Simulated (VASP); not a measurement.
A run of VASP 6.6.1 is set up as follows.

The input POSCAR:

```
KBr
1.0
    0.0000000000      3.6882992816      3.6882992816
    3.6882992816      0.0000000000      3.6882992816
    3.6882992816      3.6882992816      0.0000000000
K Br
1 1
Direct
    0.0000000000      0.0000000000      0.0000000000
    0.2500000000      0.2500000000      0.2500000000
```

INCAR.step1

```
SYSTEM = KBr
PREC = Accurate
ENCUT = 520
EDIFF = 1E-5
ISMEAR = 0
SIGMA = 0.01
LREAL = .FALSE.
LASPH = .TRUE.
NELM = 60
ALGO = Normal
ISIF = 2
LWAVE = .TRUE.
GGA = PE
NBANDS = 15
```

The input INCAR.step2:

```
SYSTEM = KBr
PREC = Accurate
ENCUT = 520
EDIFF = 1E-6
ISMEAR = 0
SIGMA = 0.01
LREAL = .FALSE.
LASPH = .TRUE.
NELM = 60
ALGO = Normal
ISIF = 2
LWAVE = .FALSE.
LCHARG = .TRUE.
GGA = PE
LHFCALC = .TRUE.
AEXX = 0.4
HFSCREEN = 0.5
PRECFOCK = Normal
LELF = .TRUE.
LVHAR = .TRUE.
ISTART = 1
NBANDS = 15
```

File KPOINTS:

```
Automatic mesh
0
G
  4 4 4
  0 0 0
```

Potentials or basis: VASP PAW PBE potentials, release 64 (K_sv, Br).

Launch:

```bash
$ cat potpaw_PBE.64/K_sv/POTCAR potpaw_PBE.64/Br/POTCAR > POTCAR
$ cp INCAR.step1 INCAR
$ mpirun -np 1 vasp_std > vasp.out
$ cp INCAR.step2 INCAR
$ mpirun -np 1 vasp_std > vasp.out
```

**Question.** What does it give for the pressure?

**Answer.** 0.1 GPa.

**Question.** Estimate the band gap on the k mesh.

**Answer.** 5.16 eV (least direct gap 5.18 eV).

Caveat: the PAW data sets were made with another functional, which shifts forces and pressure a little. A k mesh can miss the band edges.
